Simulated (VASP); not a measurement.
Ir, 1 atom in the cell. Symmetry: I4/mmm, No. 139, tetragonal system. Conventional cell: a = 2.862 Å, b = 2.862 Å, c = 3.468 Å, α = 90.00°, β = 90.00°, γ = 90.00°. Within 3.5 Å of Ir (site symmetry 4/mmm) lie 14 Ir at 2.67 to 3.47 Å.  This cell differs from its parent crystal: volume 14.204 Å^3 an atom, c/a of the conventional cell 0.8569.

| Item | Value |
| --- | --- |
| Program | VASP 6.6.1 |
| Task | single point |
| Functional | LDA |
| Potentials or basis | VASP PAW LDA potentials, release 64 (Ir) |
| Cutoff | 520 eV |
| k mesh | 22 × 22 × 22 |
| Occupations | gaussian, width 0.15 eV |
| Spin | no spin polarisation |
| Dipole correction | no |
| Further INCAR settings | ALGO = Fast; EDIFF = 1e-06; NBANDS = 10 |

Potentials or basis: VASP PAW LDA potentials, release 64 (Ir).

Command:

```sh
$ cat potpaw_LDA.64/Ir/POTCAR > POTCAR
$ mpirun -np 1 vasp_std > vasp.out
```

Hardware: 1 thread of Intel(R) Xeon(R) 6975P-C (Granite Rapids), with other jobs on the host.

**Question.** Estimate the wall time of this run.

**Answer.** It took 59 s on 1 thread of Intel(R) Xeon(R) 6975P-C (Granite Rapids) (shared host), peak memory 0.24 GiB. Counts: scf iterations 16, k points 834.
